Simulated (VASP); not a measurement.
# CuO (C2/c) in VASP: single point with PBE+U

Aim: the single point of CuO with PBE+U.

Everything below comes from runs of VASP 6.6.1. Logs are shortened: lines on timing, memory, paths and dates and some standing lists are left out, and cuts for length are marked.

### 1 The cell of the first run

It takes space group C2/c (No. 15, monoclinic). The conventional cell has a = 4.653 Å, b = 3.410 Å, c = 5.108 Å, α = 90.00°, β = 99.48°, γ = 90.00°. Cu (site symmetry -1) has 4 O at 1.95 Å within 2.6 Å. Within 2.6 Å of Cu (site symmetry -1) lie 4 O at 1.95 Å. O (site symmetry 2) has 4 Cu at 1.95 Å within 2.6 Å.

### 2 Single point, PBE+U, collinear spin, ferromagnetic start

Contents of INCAR:

```
PREC = Accurate
ENCUT = 520
EDIFF = 1E-7
ISMEAR = -1
SIGMA = 0.03
LREAL = F
LASPH = T
NELM = 150
ALGO = Normal
ISIF = 2
LWAVE = F
LCHARG = T
ISPIN = 2
MAGMOM = 1 1 1 1 0 0 0 0
LORBIT = 11
LMAXMIX = 4
LDAU = T
LDAUTYPE = 2
LDAUL = 2 -1
LDAUU = 4 0
LDAUJ = 0 0
LDAUPRINT = 1
GGA = PE
LELF = T
LVHAR = T
NBANDS = 48
```

Contents of KPOINTS:

```
Automatic mesh
0
Gamma
  7 4 4
```

Contents of POSCAR:

```
CuO
1.0
   -2.3265000000      1.7050000000      0.0000000000
   -1.4852000000     -1.7050000000     -5.0382400000
   -3.1678000000     -1.7050000000      5.0382400000
Cu O
4 4
Direct
    0.0000000000      0.7500000000      0.7500000000
    0.0000000000      0.2500000000      0.2500000000
    0.5000000000      0.7500000000      0.2500000000
    0.5000000000      0.2500000000      0.7500000000
    0.9160000000      0.6670000000      0.4170000000
    0.9160000000      0.1670000000      0.9170000000
    0.0840000000      0.8330000000      0.0830000000
    0.0840000000      0.3330000000      0.5830000000
```

Potentials or basis: VASP PAW PBE potentials, release 64 (Cu, O).

The run is started by

```
> cat potpaw_PBE.64/Cu/POTCAR potpaw_PBE.64/O/POTCAR > POTCAR
> mpirun -np 1 vasp_std > vasp.out
```

OUTCAR:

```text
PREC = Accurate
   ENCUT = 520
   EDIFF = 1E-7
   ISMEAR = -1
   LREAL = F
   LASPH = T
   NELM = 150
   ISIF = 2
   ISPIN = 2
   LORBIT = 11
   GGA = PE

 ion  position               nearest neighbor table
   1  0.000  0.750  0.750-   6 1.95   8 1.95   7 1.95   5 1.95
   2  0.000  0.250  0.250-   5 1.95   7 1.95   6 1.95   8 1.95
   3  0.500  0.750  0.250-   7 1.95   5 1.95   7 1.95   5 1.95
   4  0.500  0.250  0.750-   8 1.95   6 1.95   8 1.95   6 1.95
   5  0.916  0.667  0.417-   3 1.95   2 1.95   1 1.95   3 1.95
   6  0.916  0.167  0.917-   4 1.95   1 1.95   2 1.95   4 1.95
   7  0.084  0.833  0.083-   3 1.95   2 1.95   3 1.95   1 1.95
   8  0.084  0.333  0.583-   4 1.95   1 1.95   4 1.95   2 1.95

  LATTYP: Found a triclinic cell.
 ALAT       =     5.7687528115
 B/A-ratio  =     0.9572922409
 C/A-ratio  =     0.5000000000
 COS(alpha) =     0.0344218446
 COS(beta)  =     0.3011646045
 COS(gamma) =     0.3994281434

  Lattice vectors:

 A1 = (   4.6530000000,   3.4100000000,   0.0000000000)
 A2 = (   1.4852000000,   1.7050000000,   5.0382400000)
 A3 = (   2.3265000000,  -1.7050000000,   0.0000000000)

Analysis of symmetry for initial positions (statically):
=====================================================================
 Subroutine PRICEL returns following result:

  LATTYP: Found a base centered monoclinic cell.
 ALAT       =     4.6530000000
 B/A-ratio  =     0.7328605201
 C/A-ratio  =     1.0977860375
 COS(beta)  =    -0.1647024781
[... 12 lines left out ...]
 Subroutine GETGRP returns: Found  2 space group operations
 (whereof  2 operations were pure point group operations)
 out of a pool of  2 trial point group operations.

The static configuration has the point symmetry S_2 .

Analysis of symmetry for dynamics (positions and initial velocities):
=====================================================================
 Subroutine PRICEL returns following result:

  LATTYP: Found a base centered monoclinic cell.
 ALAT       =     4.6530000000
 B/A-ratio  =     0.7328605201
 C/A-ratio  =     1.0977860375
 COS(beta)  =    -0.1647024781
[... 12 lines left out ...]
 Subroutine GETGRP returns: Found  2 space group operations
 (whereof  2 operations were pure point group operations)
 out of a pool of  2 trial point group operations.

The dynamic configuration has the point symmetry S_2 .

Analysis of structural, dynamic, and magnetic symmetry:
=====================================================================
 Subroutine PRICEL returns following result:

  LATTYP: Found a base centered monoclinic cell.
 ALAT       =     4.6530000000
 B/A-ratio  =     0.7328605201
 C/A-ratio  =     1.0977860375
 COS(beta)  =    -0.1647024781
[... 12 lines left out ...]
 Subroutine GETGRP returns: Found  2 space group operations
 (whereof  2 operations were pure point group operations)
 out of a pool of  2 trial point group operations.

The overall configuration has the point symmetry S_2 .

 Subroutine INISYM returns: Found  2 space group operations
 (whereof  2 operations are pure point group operations),
 and found     2 'primitive' translations

----------------------------------------------------------------------------------------

                                     Primitive cell

  volume of cell :      39.9702

  direct lattice vectors                    reciprocal lattice vectors
     2.326500000 -1.705000000  0.000000000     0.214915109 -0.293255132  0.035887151
[... 95 lines left out ...]
   NFREE  =      0    steps in history (QN), initial steepest desc. (CG)
   ISIF   =      2    stress and relaxation
   ISYM   =      2    0-nonsym 1-usesym 2-fastsym
   POTIM  = 0.5000    time-step for ionic-motion
   TEBEG  =    0.0;   TEEND  =   0.0 temperature during run
   PSTRESS=    0.0 pullay stress
   NELECT =      68.0000    total number of electrons
   NUPDOWN=      -1.0000    fix difference up-down
   EMIN   =  10.00;   EMAX   =-10.00  energy-range for DOS
   EFERMI =   0.00;   METHOD = LEGACY
   ISMEAR =    -1;   SIGMA  =   0.03  broadening in eV -4-tet -1-fermi 0-gaus
   EFERMI_NEDOS =   21; number of points for ismear=-14 and -15
   IALGO  =     38    algorithm
   IMIX   =      4    mixing-type and parameters
     AMIX     =   0.40;   BMIX     =  1.00
     AMIX_MAG =   1.60;   BMIX_MAG =  1.00
  volume/ion in A,a.u.               =       9.99        67.43
  Fermi-wavevector in a.u.,A,eV,Ry     =   1.551157  2.931261 32.736808  2.406087
  Thomas-Fermi vector in A             =   2.655717
   LORBIT       =     11    0 simple, 1 ext, 2 COOP (PROOUT), +10 PAW based schemes
 LDA+U is selected, type is set to LDAUTYPE =  2
   angular momentum for each species LDAUL =     2   -1
   U (eV)           for each species LDAUU =   4.0  0.0
   J (eV)           for each species LDAUJ =   0.0  0.0
   GGA     = PE    functional components
   LHFCALC =     F    Hartree Fock is set to
   AEXX    =    0.0000 exact exchange contribution
   IVDW    =     0    specifies the selected vdW correction
   LEPSILON=     F    determine dielectric tensor
   LRPA    =     F    only Hartree local field effects (RPA)
 spin polarized calculation
  energy-cutoff  :      520.00
  volume of cell :       79.94
 maximum number of plane-waves:      2185
 NGX is ok and might be reduce to    24
   NGX = 11   NGY = 21   NGZ = 23

atom =   1  type =  1  l = 2

 onsite density matrix

spin component  1
[... 116 lines left out ...]
  o =  0.3956  v =  0.0000  0.0000  0.0000  0.0000  0.0000 -0.1169 -0.5498  0.0082  0.7836 -0.2645      0.0000  0.0000  0.0000  0.0000  0.0000  0.0000  0.0000  0.0000  0.0000  0.0000
  o =  0.9500  v =  0.0000  0.0000  0.0000  0.0000  0.0000  0.8483  0.1797 -0.4337  0.2225 -0.1025      0.0000  0.0000  0.0000  0.0000  0.0000  0.0000  0.0000  0.0000  0.0000  0.0000
  o =  0.9595  v =  0.8621  0.1609 -0.4351  0.1950 -0.0594  0.0000  0.0000  0.0000  0.0000  0.0000      0.0000  0.0000  0.0000  0.0000  0.0000  0.0000  0.0000  0.0000  0.0000  0.0000
  o =  0.9657  v =  0.0000  0.0000  0.0000  0.0000  0.0000 -0.0725 -0.1035 -0.1700 -0.3850 -0.8983      0.0000  0.0000  0.0000  0.0000  0.0000  0.0000  0.0000  0.0000  0.0000  0.0000
  o =  0.9672  v =  0.0000  0.0000  0.0000  0.0000  0.0000 -0.1580  0.7822  0.3029  0.4164 -0.3132      0.0000  0.0000  0.0000  0.0000  0.0000  0.0000  0.0000  0.0000  0.0000  0.0000
  o =  0.9729  v = -0.0422  0.6132  0.3466  0.5787  0.4089  0.0000  0.0000  0.0000  0.0000  0.0000      0.0000  0.0000  0.0000  0.0000  0.0000  0.0000  0.0000  0.0000  0.0000  0.0000
  o =  0.9740  v = -0.1359  0.4919  0.0499  0.0449 -0.8574  0.0000  0.0000  0.0000  0.0000  0.0000      0.0000  0.0000  0.0000  0.0000  0.0000  0.0000  0.0000  0.0000  0.0000  0.0000
  o =  0.9758  v =  0.0000  0.0000  0.0000  0.0000  0.0000  0.4863 -0.2070  0.8314 -0.1220 -0.1204      0.0000  0.0000  0.0000  0.0000  0.0000  0.0000  0.0000  0.0000  0.0000  0.0000
  o =  0.9794  v =  0.4784 -0.1988  0.8295 -0.1459 -0.1492  0.0000  0.0000  0.0000  0.0000  0.0000      0.0000  0.0000  0.0000  0.0000  0.0000  0.0000  0.0000  0.0000  0.0000  0.0000
  o =  1.0294  v = -0.0873 -0.5627  0.0039  0.7770 -0.2681  0.0000  0.0000  0.0000  0.0000  0.0000      0.0000  0.0000  0.0000  0.0000  0.0000  0.0000  0.0000  0.0000  0.0000  0.0000

 number of electron      67.9999992 magnetization       3.9887117

 Free energy of the ion-electron system (eV)
  ---------------------------------------------------
  ext. energy  EPLUGINS =         0.00000000
  ---------------------------------------------------
  free energy    TOTEN  =       -34.19045175 eV

  energy without entropy =      -34.18946628  energy(sigma->0) =      -34.18995902

 E-fermi :   5.6455     XC(G=0): -11.9470

 val. band max:        5.6198463879   @ k =   0.4286   0.5000   0.5000
 cond. band min:       5.6980374994   @ k =  -0.4286   0.2500   0.5000
 fundamental gap:      0.0781911115
 Fermi energy:         5.6454796089

 spin component 1

 k-point     1 :       0.0000    0.0000    0.0000
  band No.  band energies     occupation
      1     -14.1411      1.00000
      2     -13.1741      1.00000
      3     -12.8010      1.00000
      4     -12.7534      1.00000
      5      -2.7870      1.00000
      6      -2.1595      1.00000
[... 2345 lines left out ...]
     45      18.0458      0.00000
     46      18.8084      0.00000

 [... further k-points ...]

 [bands above 46 left out]

------------------------ aborting loop because EDIFF is reached ----------------------------------------

  FORCE on cell =-STRESS in cart. coord.  units (eV):
  Direction    XX          YY          ZZ          XY          YZ          ZX
  --------------------------------------------------------------------------------------
  -------------------------------------------------------------------------------------
  Total        3.5014653      3.5695050      3.8141284     -0.0037247     -0.0003479     -0.1544524
  in kB       70.1768919     71.5405532     76.4433322     -0.0746512     -0.0069723     -3.0955577
  external PRESSURE =      72.7202591 kB  Pullay stress =       0.0000000 kB

 VOLUME and BASIS-vectors are now :
 -----------------------------------------------------------------------------
  energy-cutoff  :      520.00
  volume of cell :       79.94
      direct lattice vectors                 reciprocal lattice vectors
    -2.326500000  1.705000000  0.000000000    -0.214915109  0.293255132 -0.035887151
    -1.485200000 -1.705000000 -5.038240000    -0.107457554 -0.146627566 -0.117184580
    -3.167800000 -1.705000000  5.038240000    -0.107457554 -0.146627566  0.081297429

 POSITION                                       TOTAL-FORCE (eV/Angst)
 -----------------------------------------------------------------------------------
     -3.48975     -2.55750      0.00000        -0.000000      0.000000      0.000000
     -1.16325     -0.85250      0.00000        -0.000000      0.000000     -0.000000
     -3.06910     -0.85250     -2.51912         0.000000      0.000000      0.000000
     -3.91040     -0.85250      2.51912         0.000000      0.000000      0.000000
     -4.44267     -0.28644     -1.25956        -0.000118      0.062379      0.000143
     -5.28397     -0.28644      3.77868        -0.000118      0.062379      0.000143
     -1.69553     -1.41856     -3.77868         0.000118     -0.062379     -0.000143
     -2.53683     -1.41856      1.25956         0.000118     -0.062379     -0.000143
 -----------------------------------------------------------------------------------
    total drift:                               -0.000000      0.000000     -0.000000

  FREE ENERGIE OF THE ION-ELECTRON SYSTEM (eV)
  ---------------------------------------------------
  free  energy   TOTEN  =       -34.1904517545 eV

  energy  without entropy=      -34.1894662782  energy(sigma->0) =      -34.18995902

 total charge

# of ion       s       p       d       tot
------------------------------------------
    1        0.382   0.400   9.148   9.930
    2        0.382   0.400   9.148   9.930
    3        0.382   0.400   9.148   9.930
    4        0.382   0.400   9.148   9.930
    5        1.557   3.448   0.000   5.005
    6        1.557   3.448   0.000   5.005
    7        1.557   3.448   0.000   5.005
    8        1.557   3.448   0.000   5.005
--------------------------------------------------
tot          7.757  15.390  36.593  59.740

 magnetization (x)

# of ion       s       p       d       tot
------------------------------------------
    1       -0.003   0.003   0.661   0.661
    2       -0.003   0.003   0.661   0.661
    3       -0.003   0.003   0.661   0.661
    4       -0.003   0.003   0.661   0.661
    5        0.020   0.277   0.000   0.297
    6        0.020   0.277   0.000   0.297
    7        0.020   0.277   0.000   0.297
    8        0.020   0.277   0.000   0.297
--------------------------------------------------
tot          0.067   1.120   2.644   3.831
```

It took 7.3 min on 1 thread of Intel Xeon Platinum 8488C (Sapphire Rapids), shared host; peak memory 0.44 GiB.

Results:

| Quantity | Value |
| --- | --- |
| Free energy | -34.1905 eV |
| Pressure | 7.3 GPa |
| Largest force | 0.062 eV/Å |
| Band gap on the k mesh | 0.08 eV |
| Net moment | 3.99 μB per cell |
| Site moments | Cu +0.66; O +0.30 μB |
| Valence electrons inside the program's atomic spheres | Cu 9.93; O 5.00 |

Forces on the atoms (eV/Å):
```
Cu   0.000  0.000  0.000
Cu   0.000  0.000  0.000
Cu   0.000  0.000  0.000
Cu   0.000  0.000  0.000
O    0.000  0.062  0.000
O    0.000  0.062  0.000
O    0.000 -0.062  0.000
O    0.000 -0.062  0.000
```

Levels at points of the mesh, in eV from the valence-band top:
Spin up:
```csv
k point,band 32,band 33,band 34,band 35,band 36,band 37,band 38,band 39,band 40,band 41
"(0.00, 0.00, 0.00)",-2.43,-1.26,-0.65,-0.27,-0.08,1.71,5.45,6.37,6.70,8.32
"(0.00, 0.50, 0.00)",-2.27,-1.91,-1.91,-0.46,-0.46,4.54,4.54,6.05,6.05,9.49
"(0.00, 0.00, 0.50)",-2.37,-1.22,-1.22,-0.56,-0.56,4.12,4.12,6.48,6.48,9.62
"(0.00, 0.50, 0.50)",-2.07,-1.08,-0.76,-0.76,-0.75,4.05,4.05,5.13,6.68,7.19
```
Spin down:
```tsv
k point	band 28	band 29	band 30	band 31	band 32	band 33	band 34	band 35	band 36	band 37
(0.00, 0.00, 0.00)	-2.34	-2.32	-2.27	-2.21	-1.83	0.92	1.28	1.91	2.00	2.15
(0.00, 0.50, 0.00)	-2.35	-2.07	-2.07	-1.74	-1.74	0.39	0.39	1.78	1.78	4.95
(0.00, 0.00, 0.50)	-2.63	-1.99	-1.99	-1.84	-1.84	1.01	1.01	1.63	1.63	4.47
(0.00, 0.50, 0.50)	-2.49	-2.17	-1.54	-1.54	-1.54	1.28	1.52	1.52	1.52	4.36
```

Eigenvalues of the final occupation matrices:
| site | spin | trace | eigenvalues |
| --- | --- | --- | --- |
| site 1 d | 1 | 4.92 | 0.96 0.97 0.97 0.98 1.03 |
| site 1 d | 2 | 4.25 | 0.40 0.95 0.97 0.97 0.98 |
| site 2 d | 1 | 4.92 | 0.96 0.97 0.97 0.98 1.03 |
| site 2 d | 2 | 4.25 | 0.40 0.95 0.97 0.97 0.98 |
| site 3 d | 1 | 4.92 | 0.96 0.97 0.97 0.98 1.03 |
| site 3 d | 2 | 4.25 | 0.40 0.95 0.97 0.97 0.98 |
| site 4 d | 1 | 4.92 | 0.96 0.97 0.97 0.98 1.03 |
| site 4 d | 2 | 4.25 | 0.40 0.95 0.97 0.97 0.98 |
